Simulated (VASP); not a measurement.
BN, 2 atoms in the cell. It takes space group I-4m2 (No. 119, tetragonal). The conventional cell has a = 2.240 Å, b = 2.240 Å, c = 4.751 Å, α = 90.00°, β = 90.00°, γ = 90.00°. B (site symmetry -4m2) has 4 N at 1.63 Å within 2.2 Å. N (site symmetry -4m2) has 4 B at 1.63 Å within 2.2 Å.  This cell differs from its parent crystal: ratio of the length along z to the lengths across it x 1.5, volume and fractional coordinates fixed.

- Program: VASP 6.6.1
- Task: single point
- Functional: LDA
- Potentials or basis: VASP PAW LDA potentials, release 64 (B, N)
- Cutoff: 520 eV
- k mesh: 12 × 12 × 12
- Occupations: gaussian, width 0.05 eV
- Spin: no spin polarisation
- Dipole correction: no
- Further INCAR settings: ALGO = Normal; EDIFF = 1e-06; NBANDS = 11

Potentials or basis: VASP PAW LDA potentials, release 64 (B, N).

Run with:

```bash
$ cat potpaw_LDA.64/B/POTCAR potpaw_LDA.64/N/POTCAR > POTCAR
$ mpirun -np 1 vasp_std > vasp.out
```

Hardware: 1 thread of Intel Xeon 8259CL, on a shared host.

**Question.** How long does it take, and how much memory?

**Answer.** It took 24 s on 1 thread of Intel Xeon 8259CL (shared host), peak memory 0.13 GiB. Counts: scf iterations 11, k points 163.
